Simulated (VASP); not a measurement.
The system is CaO.

```
Ca O
1.0
     0.07012    2.60673    2.60673
     2.60673    0.07012    2.60673
     2.67685    2.67685    0.00000
Ca O
1 1
Direct
  0.00476 0.00476 0.99524
  0.24524 0.24524 0.25476
```

This cell differs from its parent crystal: shear xy strain +5.4%.

Base run:

```yaml
Program: VASP 6.6.1
Functional: r2SCAN
Potentials_or_basis: VASP PAW PBE potentials, release 64 (Ca_sv, O)
Cutoff: 520 eV
k_mesh: 8 × 8 × 8
Occupations: gaussian, width 0.01 eV
Spin: no spin polarisation
```

Its results: band gap on the k mesh 3.67 eV, indirect (least direct gap 4.25 eV); pressure 0.8 GPa; largest force 0.017 eV/Å.

Q: The run is repeated on the same cell with these changes: functional from r2SCAN to PBE; occupations from gaussian, width 0.01 eV to fermi-dirac, width 0.02 eV. What comes out?

A: Band gap on the k mesh 3.26 eV, indirect (least direct gap 3.84 eV); pressure 1.8 GPa; largest force 0.007 eV/Å.

Caveats: the PAW data sets were made with another functional, which shifts forces and pressure a little (some runs).

A k mesh can miss the band edges.
